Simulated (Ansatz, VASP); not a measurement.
**BN: VASP beside Ansatz**

INCAR

```
SYSTEM = BN
PREC     = Accurate       ! precision mode
ENCUT    = 520            ! plane-wave cutoff, eV
EDIFF    = 1E-6           ! SCF threshold, eV
ISMEAR   = -1             ! smearing method
SIGMA    = 0.05           ! smearing width, eV
LREAL    = .False.        ! projectors in reciprocal space
LASPH    = .True.         ! aspherical terms in the spheres
NELM     = 100            ! most SCF steps
ALGO     = Normal         ! electronic algorithm
ISIF     = 2              ! what is computed and relaxed
LWAVE    = .False.        ! write WAVECAR
LCHARG   = .False.        ! write CHGCAR
GGA      = PE             ! functional
NBANDS   = 16             ! bands
```

The input KPOINTS:

```
regular mesh
0
Gamma
  13 13 7
  0 0 0
```

POSCAR

```
BN
1.0
    2.2925230560      0.0000000000      0.0000000000
   -1.1462615280      1.9853832052      0.0000000000
    0.0000000000      0.0000000000      3.7198455343
B N
2 2
Direct
    0.0000000000      0.0000000000      0.0000000000
    0.0000000000      0.0000000000      0.5000000000
    0.3333333333      0.6666666667      0.2500000000
    0.6666666667      0.3333333333      0.7500000000
```

Input for Ansatz:

```yaml
crystal:
  lattice:
    - [2.292523056, 0.0, 0.0]
    - [-1.146261528, 1.9853832052, 0.0]
    - [0.0, 0.0, 3.7198455343]
  atoms:
    - { symbol: B, position: [0.0, 0.0, 0.0] }
    - { symbol: B, position: [0.0, 0.0, 0.5] }
    - { symbol: "N", position: [0.3333333333, 0.6666666667, 0.25] }
    - { symbol: "N", position: [0.6666666667, 0.3333333333, 0.75] }
kpoints:
  mp_grid: { grid: [13, 13, 7] }
scf:
  occupations: { method: fermi_dirac, width: 0.05 }
hamiltonian:
  xc: pbe
  pseudopotentials: { kind: all_electron, lapw: { basis_error: 0.0005 } }
output:
  forces: true
  stress: true
  eigenvalues: true
  populations: true
```

Alike in both runs: task single point; functional PBE; k mesh 13 × 13 × 7; occupations fermi-dirac, width 0.05 eV; no spin polarisation.

|  | VASP | Ansatz |
| --- | --- | --- |
| version | VASP 6.6.1 | Ansatz 0.2.0 |
| potentials or method | VASP PAW PBE potentials, release 64 (B, N), cutoff 520 eV | all-electron LAPW, scalar-relativistic |

```csv
,VASP,Ansatz,Ansatz less VASP
gap on the k mesh at the Fermi level (eV),3.04,3.05,+0.005
```

Ansatz ran all-electron here, and VASP with PAW potentials.
